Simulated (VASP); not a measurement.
# In3Se (Pm-3m) in VASP: notebook

The runs below take In3Se through single point, vibrations by perturbation theory, with PBEsol, LDA.

Everything below comes from runs of VASP 6.6.1. Logs are shortened: lines on timing, memory, paths and dates and some standing lists are left out, and cuts for length are marked.

## 1. The cell of the first run

The structure is cubic, space group Pm-3m (No. 221). The conventional cell has a = 4.804 Å, b = 4.804 Å, c = 4.804 Å, α = 90.00°, β = 90.00°, γ = 90.00°. Within 4.5 Å of In (site symmetry 4/mmm) lie 8 In at 3.40 Å and 4 Se at 3.40 Å. Se (site symmetry m-3m) has 12 In at 3.40 Å within 4.5 Å.

## 2. Single point, PBEsol

File POSCAR:

```
In3Se
1.0
    4.8037580000      0.0000000000      0.0000000000
    0.0000000000      4.8037580000      0.0000000000
    0.0000000000      0.0000000000      4.8037580000
In Se
3 1
Direct
    0.5000000000      0.5000000000      0.0000000000
    0.5000000000      0.0000000000      0.5000000000
    0.0000000000      0.5000000000      0.5000000000
    0.0000000000      0.0000000000      0.0000000000
```

File INCAR.step1:

```
ALGO     = Normal         # electronic algorithm
EDIFF    = 1E-6           # SCF threshold, eV
ENCUT    = 520            # plane-wave cutoff, eV
GGA      = PS             # functional
ISIF     = 2              # what is computed and relaxed
ISMEAR   = -1             # smearing method
LASPH    = True           # aspherical terms in the spheres
LCHARG   = True           # write CHGCAR
LREAL    = False          # projectors in reciprocal space
LWAVE    = False          # write WAVECAR
NBANDS   = 30             # bands
NELM     = 60             # most SCF steps
PREC     = Accurate       # precision mode
SIGMA    = 0.05           # smearing width, eV
```

File KPOINTS.step1:

```
k-points
0
Gamma
  6 6 6
```

File INCAR.step2:

```
ALGO     = Normal         # electronic algorithm
EDIFF    = 1E-6           # SCF threshold, eV
ENCUT    = 520            # plane-wave cutoff, eV
GGA      = PS             # functional
ICHARG   = 11             # starting density
ISIF     = 2              # what is computed and relaxed
ISMEAR   = -5             # smearing method
LASPH    = True           # aspherical terms in the spheres
LCHARG   = False          # write CHGCAR
LORBIT   = 10             # projections on sites
LREAL    = False          # projectors in reciprocal space
LWAVE    = False          # write WAVECAR
NBANDS   = 30             # bands
NEDOS    = 1001           # points of the DOS
NELM     = 60             # most SCF steps
PREC     = Accurate       # precision mode
SIGMA    = 0.05           # smearing width, eV
```

File KPOINTS.step2:

```
k-points
0
Gamma
  9 9 9
```

Potentials or basis: VASP PAW PBE potentials, release 64 (In_d, Se).

The run is started by

```console
$ cat potpaw_PBE.64/In_d/POTCAR potpaw_PBE.64/Se/POTCAR > POTCAR
$ cp INCAR.step1 INCAR
$ cp KPOINTS.step1 KPOINTS
$ mpirun -np 1 vasp_std > vasp.out
$ cp INCAR.step2 INCAR
$ cp KPOINTS.step2 KPOINTS
$ mpirun -np 1 vasp_std > vasp.out
```

OUTCAR:

```text
EDIFF = 1E-6
   ENCUT = 520
   GGA = PS
   ICHARG = 11
   ISIF = 2
   ISMEAR = -5
   LASPH = True
   LORBIT = 10
   LREAL = False
   NELM = 60
   PREC = Accurate

 ion  position               nearest neighbor table
   1  0.500  0.500  0.000-   2 3.40   3 3.40   4 3.40   2 3.40   3 3.40   2 3.40   4 3.40   2 3.40
                             3 3.40   4 3.40   3 3.40   4 3.40
   2  0.500  0.000  0.500-   1 3.40   3 3.40   4 3.40   1 3.40   4 3.40   1 3.40   3 3.40   1 3.40
                             3 3.40   4 3.40   4 3.40   3 3.40
   3  0.000  0.500  0.500-   1 3.40   2 3.40   4 3.40   1 3.40   4 3.40   2 3.40   4 3.40   4 3.40
                             1 3.40   2 3.40   1 3.40   2 3.40
   4  0.000  0.000  0.000-   1 3.40   2 3.40   3 3.40   2 3.40   3 3.40   1 3.40   3 3.40   3 3.40
                             1 3.40   2 3.40   2 3.40   1 3.40

  LATTYP: Found a simple cubic cell.
 ALAT       =     4.8037580000

  Lattice vectors:

 A1 = (   4.8037580000,   0.0000000000,   0.0000000000)
 A2 = (   0.0000000000,   4.8037580000,   0.0000000000)
 A3 = (   0.0000000000,   0.0000000000,   4.8037580000)

Analysis of symmetry for initial positions (statically):
=====================================================================
 Subroutine PRICEL returns:
 Original cell was already a primitive cell.

 Routine SETGRP: Setting up the symmetry group for a
 simple cubic supercell.

 Subroutine GETGRP returns: Found 48 space group operations
 (whereof 48 operations were pure point group operations)
 out of a pool of 48 trial point group operations.

The static configuration has the point symmetry O_h .

Analysis of symmetry for dynamics (positions and initial velocities):
=====================================================================
 Subroutine PRICEL returns:
 Original cell was already a primitive cell.

 Routine SETGRP: Setting up the symmetry group for a
 simple cubic supercell.

 Subroutine GETGRP returns: Found 48 space group operations
 (whereof 48 operations were pure point group operations)
 out of a pool of 48 trial point group operations.

The dynamic configuration has the point symmetry O_h .

 Subroutine INISYM returns: Found 48 space group operations
 (whereof 48 operations are pure point group operations),
 and found     1 'primitive' translations

[... 107 lines left out ...]
   ISYM   =      2    0-nonsym 1-usesym 2-fastsym
   POTIM  = 0.5000    time-step for ionic-motion
   TEBEG  =    0.0;   TEEND  =   0.0 temperature during run
   PSTRESS=    0.0 pullay stress
   NELECT =      45.0000    total number of electrons
   NUPDOWN=      -1.0000    fix difference up-down
   EMIN   =  10.00;   EMAX   =-10.00  energy-range for DOS
   EFERMI =   0.00;   METHOD = LEGACY
   ISMEAR =    -5;   SIGMA  =   0.05  broadening in eV -4-tet -1-fermi 0-gaus
   EFERMI_NEDOS =   21; number of points for ismear=-14 and -15
   IALGO  =     38    algorithm
   IMIX   =      4    mixing-type and parameters
     AMIX     =   0.40;   BMIX     =  1.00
     AMIX_MAG =   1.60;   BMIX_MAG =  1.00
  volume/ion in A,a.u.               =      27.71       187.02
  Fermi-wavevector in a.u.,A,eV,Ry     =   1.212173  2.290675 19.991897  1.469363
  Thomas-Fermi vector in A             =   2.347665
   LORBIT       =     10    0 simple, 1 ext, 2 COOP (PROOUT), +10 PAW based schemes
   GGA     = PS    functional components
   LHFCALC =     F    Hartree Fock is set to
   AEXX    =    0.0000 exact exchange contribution
   IVDW    =     0    specifies the selected vdW correction
   LEPSILON=     F    determine dielectric tensor
   LRPA    =     F    only Hartree local field effects (RPA)
 non-spin polarized calculation
 Fermi weights with tetrahedron method with Bloechl corrections
  energy-cutoff  :      520.00
  volume of cell :      110.85
 maximum number of plane-waves:      3007
 NGX is ok and might be reduce to    36

 number of electron      45.0000024 magnetization

 Free energy of the ion-electron system (eV)
  ---------------------------------------------------
  ext. energy  EPLUGINS =         0.00000000
  ---------------------------------------------------
  free energy    TOTEN  =       -13.15575951 eV

  energy without entropy =      -13.15575951  energy(sigma->0) =      -13.15575951

 E-fermi :   5.8013     XC(G=0):  -9.8996

 val. band max:        5.8244540702   @ k =   0.4444   0.3333   0.1111
 cond. band min:       5.7420714341   @ k =   0.4444   0.0000   0.0000
 fundamental gap:     -0.0823826362
 Fermi energy:         5.8012909021

 k-point     1 :       0.0000    0.0000    0.0000
  band No.  band energies     occupation
      1      -8.8965      2.00000
      2      -8.8899      2.00000
      3      -8.8899      2.00000
      4      -8.8899      2.00000
      5      -8.7696      2.00000
      6      -8.7696      2.00000
[... 781 lines left out ...]
     29      10.6174      0.00000
     30      11.7863      0.00000

 [... further k-points ...]

------------------------ aborting loop because EDIFF is reached ----------------------------------------

  FORCE on cell =-STRESS in cart. coord.  units (eV):
  Direction    XX          YY          ZZ          XY          YZ          ZX
  --------------------------------------------------------------------------------------
  -------------------------------------------------------------------------------------
  Total       -2.1173451     -2.1173451     -2.1173451      0.0000000      0.0000000     -0.0000000
  in kB      -30.6026387    -30.6026387    -30.6026387      0.0000000      0.0000000     -0.0000000
  external PRESSURE =     -30.6026387 kB  Pullay stress =       0.0000000 kB

 VOLUME and BASIS-vectors are now :
 -----------------------------------------------------------------------------
  energy-cutoff  :      520.00
  volume of cell :      110.85
      direct lattice vectors                 reciprocal lattice vectors
     4.803758000  0.000000000  0.000000000     0.208170353  0.000000000  0.000000000
     0.000000000  4.803758000  0.000000000     0.000000000  0.208170353  0.000000000
     0.000000000  0.000000000  4.803758000     0.000000000  0.000000000  0.208170353

 POSITION                                       TOTAL-FORCE (eV/Angst)
 -----------------------------------------------------------------------------------
      2.40188      2.40188      0.00000         0.000000      0.000000      0.000000
      2.40188      0.00000      2.40188         0.000000      0.000000      0.000000
      0.00000      2.40188      2.40188         0.000000      0.000000      0.000000
      0.00000      0.00000      0.00000         0.000000      0.000000      0.000000
 -----------------------------------------------------------------------------------
    total drift:                                0.000000      0.000000      0.000000

  FREE ENERGIE OF THE ION-ELECTRON SYSTEM (eV)
  ---------------------------------------------------
  free  energy   TOTEN  =       -13.1557595062 eV

  energy  without entropy=      -13.1557595062  energy(sigma->0) =      -13.15575951

 total charge

# of ion       s       p       d       tot
------------------------------------------
    1        1.065   0.349   9.851  11.265
    2        1.065   0.349   9.851  11.265
    3        1.065   0.349   9.851  11.265
    4        1.499   2.194   0.016   3.708
--------------------------------------------------
tot          4.695   3.239  29.568  37.502
```

OSZICAR.step1:

```text
N       E                     dE             d eps       ncg     rms          rms(c)
DAV:   1     0.405006785834E+03    0.40501E+03   -0.21264E+04  1200   0.185E+03
DAV:   2     0.279587621865E+02   -0.37705E+03   -0.36853E+03  1206   0.449E+02
DAV:   3    -0.115654376326E+02   -0.39524E+02   -0.38221E+02  1514   0.160E+02
DAV:   4    -0.134050357774E+02   -0.18396E+01   -0.18346E+01  1408   0.360E+01
DAV:   5    -0.134814041064E+02   -0.76368E-01   -0.76364E-01  1722   0.643E+00    0.392E+00
DAV:   6    -0.131691773068E+02    0.31223E+00   -0.95158E-01  1698   0.898E+00    0.224E+00
DAV:   7    -0.131642059356E+02    0.49714E-02   -0.14348E-01  1408   0.203E+00    0.884E-01
DAV:   8    -0.131597537104E+02    0.44522E-02   -0.11714E-02  1630   0.603E-01    0.257E-01
DAV:   9    -0.131590202400E+02    0.73347E-03   -0.33416E-03  1658   0.325E-01    0.109E-01
DAV:  10    -0.131589921102E+02    0.28130E-04   -0.41738E-04  1640   0.203E-01    0.439E-02
DAV:  11    -0.131589998467E+02   -0.77365E-05   -0.49862E-05  1454   0.400E-02    0.117E-02
DAV:  12    -0.131589981361E+02    0.17105E-05   -0.28118E-06  1302   0.145E-02    0.452E-03
DAV:  13    -0.131589981497E+02   -0.13559E-07   -0.19836E-07   858   0.391E-03
   1 F= -.13158998E+02 E0= -.13152763E+02  d E =-.124703E-01
```

Wall time 42 s (1 thread of Intel Xeon 6975P-C (Granite Rapids), shared host); peak memory 0.25 GiB.

Results:

```yaml
Valence_electrons_inside_the_program's_atomic_spheres: In 11.27; Se 3.71
```

Levels at points of the mesh, in eV from the Fermi level:
```
           k point  band 18  band 19  band 20  band 21  band 22  band 23  band 24  band 25  band 26  band 27
(0.00, 0.00, 0.00)    -3.26    -3.26    -3.26    -2.26    -2.26     1.12     1.12     1.12     4.15     4.15
```

Caveat: the PAW data sets were made with another functional, which shifts forces and pressure a little; spin-orbit coupling is left out, which moves the levels of the heavy elements; tetrahedron occupations give inexact forces and stress in metals.

## 3. Vibrations by perturbation theory, PBEsol

File INCAR:

```
SYSTEM = In3Se
  ALGO = Normal
  EDIFF = 1E-8
  ENCUT = 520
  GGA = PS
  IBRION = 8
  ISIF = 2
  ISMEAR = -1
  LASPH = .True.
  LCHARG = .True.
  LREAL = .False.
  LWAVE = .False.
  NELM = 60
  NSW = 1
  PREC = Accurate
  SIGMA = 0.05
```

File KPOINTS:

```
k-points
0
Gamma
  6 6 6
  0 0 0
```

POSCAR is that of step 2.

Potentials or basis: VASP PAW PBE potentials, release 64 (In_d, Se).

The run is started by

```console
$ cat potpaw_PBE.64/In_d/POTCAR potpaw_PBE.64/Se/POTCAR > POTCAR
$ mpirun -np 1 vasp_std > vasp.out
```

OUTCAR:

```text
SYSTEM = In3Se
   EDIFF = 1E-8
   ENCUT = 520
   GGA = PS
   IBRION = 8
   ISIF = 2
   ISMEAR = -1
   LASPH = .True.
   LREAL = .False.
   NELM = 60
   NSW = 1
   PREC = Accurate

 ion  position               nearest neighbor table
   1  0.500  0.500  0.000-   2 3.40   3 3.40   4 3.40   2 3.40   3 3.40   2 3.40   4 3.40   2 3.40
                             3 3.40   4 3.40   3 3.40   4 3.40
   2  0.500  0.000  0.500-   1 3.40   3 3.40   4 3.40   1 3.40   4 3.40   1 3.40   3 3.40   1 3.40
                             3 3.40   4 3.40   4 3.40   3 3.40
   3  0.000  0.500  0.500-   1 3.40   2 3.40   4 3.40   1 3.40   4 3.40   2 3.40   4 3.40   4 3.40
                             1 3.40   2 3.40   1 3.40   2 3.40
[... 870 lines left out ...]
 Eigenvectors and eigenvalues of the dynamical matrix
 ----------------------------------------------------

   1 f  =    2.560937 THz    16.090843 2PiTHz   85.423671 cm-1    10.591181 meV
             X         Y         Z           dx          dy          dz
      2.401879  2.401879  0.000000    -0.401855   -0.152279    0.000000
      2.401879  0.000000  2.401879    -0.401855    0.279817    0.000000
      0.000000  2.401879  2.401879     0.738421   -0.152279   -0.000000
      0.000000  0.000000  0.000000     0.078713    0.029828   -0.000000
[... 71 lines left out ...]
  12 f/i=    1.017227 THz     6.391426 2PiTHz   33.931042 cm-1     4.206911 meV
             X         Y         Z           dx          dy          dz
      2.401879  2.401879  0.000000    -0.031603    0.201270    0.020403
      2.401879  0.000000  2.401879    -0.031603    0.313951    0.013080
      0.000000  2.401879  2.401879    -0.049296    0.201270    0.013080
      0.000000  0.000000  0.000000     0.139767   -0.890140   -0.057847

--------------------------------------------------------------------------------------------------------

 ELASTIC MODULI CONTR FROM IONIC RELAXATION (kBar)
 Direction    XX          YY          ZZ          XY          YZ          ZX
 --------------------------------------------------------------------------------
 XX           0.0000      0.0000      0.0000      0.0000      0.0000      0.0000
 YY           0.0000      0.0000      0.0000      0.0000      0.0000      0.0000
 ZZ           0.0000      0.0000      0.0000      0.0000      0.0000      0.0000
 XY           0.0000      0.0000      0.0000      0.0000      0.0000      0.0000
 YZ           0.0000      0.0000      0.0000      0.0000      0.0000      0.0000
 ZX           0.0000      0.0000      0.0000      0.0000      0.0000      0.0000
 --------------------------------------------------------------------------------
```

stdout:

```text
POSCAR found type information on POSCAR InSe
 POSCAR found :  2 types and       4 ions
 scaLAPACK will be used
 -----------------------------------------------------------------------------
|                                                                             |
|                                                                             |
|     You enforced a specific xc type in the INCAR file but a different       |
|     I HOPE YOU KNOW WHAT YOU ARE DOING!                                     |
|                                                                             |
 -----------------------------------------------------------------------------

 LDA part: xc-table for (Slater+PW92), standard interpolation
 POSCAR, INCAR and KPOINTS ok, starting setup
 FFT: planning ... GRIDC
 FFT: planning ... GRID_SOFT
 FFT: planning ... GRID
 WAVECAR not read
 entering main loop
 Linear response reoptimize wavefunctions to high precision
 Linear response DOF=           3
 Linear response progress:
 first order change of Fermi-energy  -0.13191E-03
 force on displaced ion       1 direction 1 :  -0.710   0.000   0.000
 Linear response progress:
 first order change of Fermi-energy   0.32096E-03
 force on displaced ion       1 direction 3 :  -0.000   0.000  -1.872
 Linear response progress:
 first order change of Fermi-energy   0.16954E-04
 force on displaced ion       4 direction 1 :   0.258   0.000   0.000
 Linear response finished
```

It took 3.8 min on 1 thread of Intel Xeon 6975P-C (Granite Rapids), shared host; peak memory 0.52 GiB.

Results:

| Quantity | Value |
| --- | --- |
| Highest phonon frequency at Γ, LO-TO splitting left out | 85 cm⁻¹ |
| Most unstable mode | 34i cm⁻¹ |

Phonon frequencies in cm⁻¹ (negative: imaginary):
```tsv
q point	frequencies
(0.000, 0.000, 0.000)	-34 -34 -34 0 0 0 28 28 28 85 85 85
```

Caveat: the cell stands under pressure or tension, which shifts response properties; some modes are imaginary; the PAW data sets were made with another functional, which shifts forces and pressure a little; spin-orbit coupling is left out, which moves the levels of the heavy elements.

## 4. Single point, LDA

POSCAR is that of step 3.

File INCAR.step1:

```
  PREC = Accurate
  ENCUT = 520
  EDIFF = 1E-6
  ISMEAR = -1
  SIGMA = 0.05
  LREAL = F
  LASPH = T
  NELM = 80
  ALGO = Normal
  ISIF = 2
  LWAVE = F
  LCHARG = T
  GGA = CA
  NBANDS = 30
```

File KPOINTS.step1:

```
regular mesh
0
Gamma
  3 3 3
```

File INCAR.step2:

```
  PREC = Accurate
  ENCUT = 520
  EDIFF = 1E-6
  ISMEAR = -5
  SIGMA = 0.05
  LREAL = F
  LASPH = T
  NELM = 80
  ALGO = Normal
  ISIF = 2
  LWAVE = F
  LCHARG = F
  GGA = CA
  LORBIT = 11
  NEDOS = 1001
  ICHARG = 11
```

File KPOINTS.step2:

```
regular mesh
0
Gamma
  5 5 5
```

Potentials or basis: VASP PAW LDA potentials, release 64 (In_d, Se).

The run is started by

```console
$ cat potpaw_LDA.64/In_d/POTCAR potpaw_LDA.64/Se/POTCAR > POTCAR
$ cp INCAR.step1 INCAR
$ cp KPOINTS.step1 KPOINTS
$ mpirun -np 1 vasp_std > vasp.out
$ cp INCAR.step2 INCAR
$ cp KPOINTS.step2 KPOINTS
$ mpirun -np 1 vasp_std > vasp.out
```

Run time: 47 s. Hardware: 1 thread of AMD EPYC 7R13, shared host; peak memory 0.14 GiB.

It converged, with:

- Valence electrons inside the program's atomic spheres: In 11.29; Se 3.71

Levels at points of the mesh, in eV from the Fermi level:
| k point | band 19 | band 20 | band 21 | band 22 | band 23 | band 24 | band 25 | band 26 |
| --- | --- | --- | --- | --- | --- | --- | --- | --- |
| (0.00, 0.00, 0.00) | -3.16 | -3.16 | -2.29 | -2.29 | 1.17 | 1.17 | 1.17 | 4.14 |

Caveat: the k points lie up to 0.44 Å⁻¹ apart; spin-orbit coupling is left out, which moves the levels of the heavy elements; tetrahedron occupations give inexact forces and stress in metals.
